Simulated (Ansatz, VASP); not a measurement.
## Al2Ru: VASP beside Ansatz

```
Al Ru
1.0
     3.18378    0.00000    0.00000
     0.00000    3.18378    0.00000
     0.00000    0.00000    8.59157
Al Ru
4 2
Cartesian
  1.5919 1.5919 1.3560
  0.0000 0.0000 2.9398
  0.0000 0.0000 5.6518
  1.5919 1.5919 7.2356
  0.0000 0.0000 0.0000
  1.5919 1.5919 4.2958
```

Change from the starting cell: equal strain along all axes, cell held, atoms relaxed: +2.0 %.

Alike in both runs: functional PBEsol; k mesh 12 × 12 × 4; occupations gaussian, width 0.1 eV; no spin polarisation.

Ansatz relaxed the structure, and its values are those at the end. VASP's run is a single point on that final structure, the one shown.

|  | VASP | Ansatz |
| --- | --- | --- |
| version | VASP 6.6.1 | Ansatz 0.2.0 |
| potentials or method | VASP PAW PBE potentials, release 64 (Al, Ru_pv), cutoff 520 eV | scalar-relativistic, plane waves, PAW |
| valence electrons in the cell | 40 | 44 |

Ansatz gave:

- gap on the k mesh at the Fermi level (eV): none
- pressure (GPa): -9.3

Problem. Which values does VASP return?

Solution. gap on the k mesh at the Fermi level (eV): none; pressure (GPa): -9.2.

VASP's potentials were made for PBE, not for PBEsol. A gap of «none» marks a metal or a gap that the smearing closes. With one functional, cell and mesh, what is left measures potentials, basis and numerics. VASP's potentials hold 40 valence electrons a cell and Ansatz's 44, so a difference there can come from the potentials and not from the codes. Ansatz's warnings: stress scf threshold loose.
